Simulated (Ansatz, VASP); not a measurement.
One calculation of Ni, two programs

```
Ni
1.0
     0.00000    1.76194    1.76194
    -3.52387    0.00000    0.00000
     0.00000   -3.52387    3.52387
Ni
4
Cartesian
  0.0000 0.0000 0.0000
  0.0000 -1.7619 1.7619
  -1.7619 0.0000 1.7619
  -1.7619 -1.7619 3.5239
```

Alike in both runs: task single point; functional LDA; k mesh 12 × 9 × 6; occupations fermi-dirac, width 0.1 eV; collinear spin.

```csv
,VASP,Ansatz
version,VASP 6.6.1,Ansatz 0.2.0
potentials or method,"VASP PAW LDA potentials, release 64 (Ni), cutoff 520 eV","all-electron LAPW, scalar-relativistic"
```

|  | VASP | Ansatz | Ansatz less VASP |
| --- | --- | --- | --- |
| pressure (GPa) | -17.5 | -17.6 | -0.11 |
| traceless stress, the component that is largest in VASP (GPa) | 0.05 | -0.01 | -0.056 |
| net moment per atom (μB) | 0.57 | 0.60 | +0.033 |
| size of the moment on the site where the two differ most (μB) | 0.57 | 0.62 | +0.046 |

LDA's correlation is that of Perdew and Zunger in VASP and of Perdew and Wang (1992) in Ansatz. Site moments also hang on the region over which each program counts them. Ansatz ran all-electron here, and VASP with PAW potentials. Ansatz's warnings: stability check not made.
